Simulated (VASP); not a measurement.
Runs of VASP 6.6.1 on TiMnH6. The structure is that of space group Fm-3m (No. 225), or close to it. The cells are those of the table. 

| task | spin | cell | k mesh | cutoff (eV) | gap on the mesh (eV) | pressure (GPa) | moment (μB) | largest force (eV/Å) |
| --- | --- | --- | --- | --- | --- | --- | --- | --- |
| single point | collinear, ferrimagnetic start | a = 4.855 Å, angles 60.0°, 8 atoms | 10 × 10 × 10 | 520 | none | (b) | (a) | 0.01 |
| single point | collinear, ferromagnetic start | a = 5.358 Å, angles 60.0°, 8 atoms | 4 × 4 × 4 | 520 | none | -5.9 | 4.38 | - |
| relaxation of cell and atoms | collinear, ferromagnetic start | relaxed from a = 5.358 Å, angles 60.0°, 8 atoms | 4 × 4 × 4 | 600 | none | 0.0 | 1.15 | - |
| single point | collinear, ferromagnetic start | a = 4.863 Å, angles 60.0°, 8 atoms | 4 × 4 × 4 | 520 | none | -0.2 | 1.15 | 0.03 |

Alike in all rows: level PBE; potentials or basis VASP PAW PBE potentials, release 64 (Ti_sv, Mn_pv, H); smearing gaussian 0.1 eV.

Estimate the missing entries.

(a) 1.00; (b) -0.1.

Caveats: some runs use coarse meshes.

A gap of «none» marks levels without a gap at the run's occupations.
